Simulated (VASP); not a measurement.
A run of VASP 6.6.1:

INCAR

```
PREC = Accurate ; ENCUT = 520
EDIFF = 1E-6 ; ISMEAR = -1
SIGMA = 0.06122561905347299 ; LREAL = F
LASPH = T ; NELM = 100
ALGO = Normal ; ISIF = 2
LWAVE = F ; LCHARG = F
GGA = PE ; NBANDS = 10
```

KPOINTS

```
Automatic mesh
0
Gamma
  46 46 46
```

POSCAR

```
B
1.0
    0.0000000000      1.9983310139      1.9983310139
    1.9983310139      0.0000000000      1.9983310139
    1.9983310139      1.9983310139      0.0000000000
B
2
Direct
    0.0000000000      0.0000000000      0.0000000000
    0.2500000000      0.2500000000      0.2500000000
```

Potentials or basis: VASP PAW PBE potentials, release 64 (B).

Run with:

```console
$ cat potpaw_PBE.64/B/POTCAR > POTCAR
$ mpirun -np 1 vasp_std > vasp.out
```

Hardware: 1 thread of Intel(R) Xeon(R) 6975P-C (Granite Rapids) (shared host).

Question: How long does it take, and how much memory?

Answer: Run time: 120 s on 1 thread of Intel(R) Xeon(R) 6975P-C (Granite Rapids) (shared host), peak memory 0.41 GiB. Counts: scf iterations 11, k points 2456.
